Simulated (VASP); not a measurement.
Runs of VASP 6.6.1 on C. The structure is that of space group Fm-3m (No. 225), or close to it. The cells are those of the table. 

| task | cell | k mesh for the DOS | occupations for the DOS | gap on the mesh (eV) | pressure (GPa) |
| --- | --- | --- | --- | --- | --- |
| single point | a = 1.727 Å, angles 60.0°, 1 atom | - | - | none | 355.3 |
| single point | a = 1.889 Å, angles 60.0°, 1 atom | - | - | none | (a) |
| single point | a = 2.027 Å, angles 60.0°, 1 atom | - | - | none | 40.4 |
| single point | a = 1.646 Å, angles 60.0°, 1 atom | - | - | none | 567.2 |
| single point | a = 2.089 Å, angles 60.0°, 1 atom | - | - | none | 16.5 |
| single point | a = 1.812 Å, angles 60.0°, 1 atom | - | - | none | 218.0 |
| single point | a = 1.960 Å, angles 60.0°, 1 atom | - | - | none | (b) |

Alike in all rows: level PBEsol; potentials or basis VASP PAW PBE potentials, release 64 (C); no spin polarisation; k mesh 24 × 24 × 24; cutoff (eV) 520; smearing fermi-dirac 0.08 eV.

**Question.** Fill in the values left out.

**Answer.** (a) 131.7; (b) 76.5.

Caveats: the PAW data sets were made with another functional, which shifts forces and pressure a little.

A gap of «none» marks levels without a gap at the run's occupations.
